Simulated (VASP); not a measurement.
# Ga (Im-3m) in VASP: further runs, part 2 of 2

VASP 6.6.1. The steps go on from the part before.

### Step 4. Relaxation of cell and atoms, PBE, target pressure 160 GPa, at which the enthalpy is minimised

This run uses another cell than the first one, of 9.82 Å³/atom.

Contents of INCAR:

```
PREC = Accurate
ENCUT = 600
EDIFF = 1E-6
ISMEAR = -1
SIGMA = 0.1
LREAL = False
LASPH = True
NELM = 80
ALGO = Normal
ISIF = 3
LWAVE = False
LCHARG = False
GGA = PE
IBRION = 2
NSW = 60
EDIFFG = -0.005
PSTRESS = 1600.0
```

Contents of KPOINTS:

```
Automatic mesh
0
Gamma
  20 20 20
```

Contents of POSCAR:

```
Ga
1.0
   -1.3487991011      1.3487991011      1.3487991011
    1.3487991011     -1.3487991011      1.3487991011
    1.3487991011      1.3487991011     -1.3487991011
Ga
1
Direct
    0.0000000000      0.0000000000      0.0000000000
```

Potentials or basis: VASP PAW PBE potentials, release 64 (Ga_d).

Command:

```bash
cat potpaw_PBE.64/Ga_d/POTCAR > POTCAR
mpirun -np 1 vasp_std > vasp.out
```

OUTCAR:

```text
PREC = Accurate
   ENCUT = 600
   EDIFF = 1E-6
   ISMEAR = -1
   LREAL = False
   LASPH = True
   NELM = 80
   ISIF = 3
   GGA = PE
   IBRION = 2
   NSW = 60
   EDIFFG = -0.005
   PSTRESS = 1600.0

 ion  position               nearest neighbor table
   1  0.000  0.000  0.000-

  LATTYP: Found a body centered cubic cell.
 ALAT       =     2.6975982022

  Lattice vectors:

 A1 = (  -1.3487991011,   1.3487991011,   1.3487991011)
 A2 = (   1.3487991011,  -1.3487991011,   1.3487991011)
 A3 = (   1.3487991011,   1.3487991011,  -1.3487991011)

Analysis of symmetry for initial positions (statically):
=====================================================================
 Subroutine PRICEL returns:
 Original cell was already a primitive cell.

 Routine SETGRP: Setting up the symmetry group for a
 body centered cubic supercell.

 Subroutine GETGRP returns: Found 48 space group operations
 (whereof 48 operations were pure point group operations)
 out of a pool of 48 trial point group operations.

The static configuration has the point symmetry O_h .

Analysis of symmetry for dynamics (positions and initial velocities):
=====================================================================
 Subroutine PRICEL returns:
 Original cell was already a primitive cell.

 Routine SETGRP: Setting up the symmetry group for a
 body centered cubic supercell.

 Subroutine GETGRP returns: Found 48 space group operations
 (whereof 48 operations were pure point group operations)
 out of a pool of 48 trial point group operations.

The dynamic configuration has the point symmetry O_h .

 Subroutine INISYM returns: Found 48 space group operations
 (whereof 48 operations are pure point group operations),
 and found     1 'primitive' translations

[... 118 lines left out ...]
   LHFCALC =     F    Hartree Fock is set to
   AEXX    =    0.0000 exact exchange contribution
   IVDW    =     0    specifies the selected vdW correction
   LEPSILON=     F    determine dielectric tensor
   LRPA    =     F    only Hartree local field effects (RPA)
 conjugate gradient relaxation of ions
 non-spin polarized calculation
  energy-cutoff  :      600.00
  volume of cell :        9.82
 maximum number of plane-waves:       370
   NGX =  9   NGY =  9   NGZ =  9

--------------------------------------- Ionic step        1  -------------------------------------------

 number of electron      12.9999995 magnetization

 Free energy of the ion-electron system (eV)
  ---------------------------------------------------
  ext. energy  EPLUGINS =         0.00000000
  ---------------------------------------------------
  free energy    TOTEN  =        -0.34545792 eV

  energy without entropy =       -0.33664288  energy(sigma->0) =       -0.34105040

------------------------ aborting loop because EDIFF is reached ----------------------------------------

  FORCE on cell =-STRESS in cart. coord.  units (eV):
  Direction    XX          YY          ZZ          XY          YZ          ZX
  --------------------------------------------------------------------------------------
  -------------------------------------------------------------------------------------
  Total       10.0442905     10.0442905     10.0442905     -0.0000000      0.0000000      0.0000000
  in kB     1639.5627784   1639.5627784   1639.5627784     -0.0000000      0.0000000      0.0000000
  external PRESSURE =      39.5627784 kB  Pullay stress =    1600.0000000 kB
[... 283 lines left out ...]
--------------------------------------- Ionic step        9  -------------------------------------------

 number of electron      12.9999997 magnetization

 Free energy of the ion-electron system (eV)
  ---------------------------------------------------
  ext. energy  EPLUGINS =         0.00000000
  ---------------------------------------------------
  free energy    TOTEN  =        -0.40593592 eV

  energy without entropy =       -0.39713184  energy(sigma->0) =       -0.40153388

 E-fermi :  14.2212     XC(G=0): -14.7031

 val. band max:       14.1428608381   @ k =   0.5000   0.5000   0.4000
 cond. band min:      14.2407528465   @ k =  -0.4000   0.4000   0.2000
 fundamental gap:      0.0978920084
 Fermi energy:        14.2212232327

 k-point     1 :       0.0000    0.0000    0.0000
  band No.  band energies     occupation
      1      -3.7677      2.00000
      2      -2.6421      2.00000
      3      -2.6421      2.00000
      4      -2.6421      2.00000
      5      -1.8802      2.00000
      6      -1.8802      2.00000
      7      35.9720      0.00000
      8      35.9720      0.00000
      9      35.9720      0.00000
     10      37.2261      0.00000
[... 287 lines left out ...]
 k-point    24 :       0.2500    0.1000    0.0000
  band No.  band energies     occupation
      1      -3.0256      2.00000
      2      -2.8860      2.00000
      3      -2.0237      2.00000
      4      -2.0071      2.00000
      5      -1.8273      2.00000
      6       0.8908      2.00000
      7      18.3947      0.00000
      8      24.2529      0.00000
      9      27.7987      0.00000
     10      33.2537      0.00000

 [... further k-points ...]
[... 5 lines left out ...]
  --------------------------------------------------------------------------------------
  -------------------------------------------------------------------------------------
  Total        9.8660922      9.8660922      9.8660922      0.0000000      0.0000000      0.0000000
  in kB     1600.7182725   1600.7182725   1600.7182725      0.0000000      0.0000000      0.0000000
  external PRESSURE =       0.7182725 kB  Pullay stress =    1600.0000000 kB
[... 20 lines left out ...]
  energy  without entropy=       -0.3971318432  energy(sigma->0) =       -0.40153388

  enthalpy is  TOTEN    =         9.4557291756 eV   P V=        9.8616651000

 reached required accuracy - stopping structural energy minimisation
```

OSZICAR:

```text
N       E                     dE             d eps       ncg     rms          rms(c)
DAV:   1     0.314225659192E+02    0.31423E+02   -0.74750E+03  5882   0.292E+03
DAV:   2     0.252426666572E+00   -0.31170E+02   -0.30202E+02  5202   0.231E+02
[... 53 lines left out ...]
DAV:   1    -0.405479761007E+00   -0.61288E-03   -0.68075E-06  4812   0.773E-02    0.443E-03
DAV:   2    -0.405479324988E+00    0.43602E-06   -0.70394E-07  2598   0.287E-02
   8 F= 0.94557294E+01 E0= 0.94601315E+01  d E =0.330747E-06
       N       E                     dE             d eps       ncg     rms          rms(c)
DAV:   1    -0.405936212618E+00   -0.45645E-03   -0.26072E-06  2900   0.462E-02    0.369E-03
DAV:   2    -0.405935924379E+00    0.28824E-06   -0.32302E-07  2582   0.194E-02
   9 F= 0.94557292E+01 E0= 0.94601312E+01  d E =0.108083E-06
```

It took 2.2 min on 1 thread of Intel Xeon 8259CL, shared host; peak memory 0.17 GiB.

Results:

```yaml
Free_energy: -0.4059 eV
Relaxed_volume: 9.88 Å³/atom
Relaxed_cell: a = 2.341 Å, b = 2.341 Å, c = 2.341 Å, α = 109.47°, β = 109.47°, γ = 109.47°
Space_group_after_relaxing_to_0.1_Å: Im-3m (No. 229)
Energy_change_on_relaxing_the_run_minimises_the_enthalpy: -60.5 meV/atom
Ionic_steps: 9
Pressure_after_relaxing: 160.1 GPa
Band_gap_on_the_k_mesh: zero (an odd number of electrons rules out a gap without spin polarisation)
```

Step by step:
```csv
step,energy change (eV),largest force (eV/Å),pressure (GPa),volume (Å³)
1,0.0000,0.0000,163.96,9.82
2,-0.3331,0.0000,143.07,10.16
3,-0.0628,0.0000,159.79,9.88
4,-0.0597,0.0000,160.14,9.87
5,-0.0609,0.0000,159.82,9.88
6,-0.0476,0.0000,160.93,9.86
7,-0.0594,0.0000,160.12,9.87
8,-0.0600,0.0000,160.16,9.87
9,-0.0605,0.0000,160.07,9.88
```

Final structure:
```cif
data_structure
_symmetry_space_group_name_H-M 'P 1'
_symmetry_Int_Tables_number 1
_cell_length_a 2.3409
_cell_length_b 2.3409
_cell_length_c 2.3409
_cell_angle_alpha 109.471
_cell_angle_beta 109.471
_cell_angle_gamma 109.471
_cell_volume 9.88
loop_
_atom_site_label
_atom_site_type_symbol
_atom_site_fract_x
_atom_site_fract_y
_atom_site_fract_z
_atom_site_occupancy
Ga1 Ga 0.00000 0.00000 0.00000 1
```

Caveat: the cell is relaxed towards a set pressure, so the run minimises the enthalpy, not the energy.
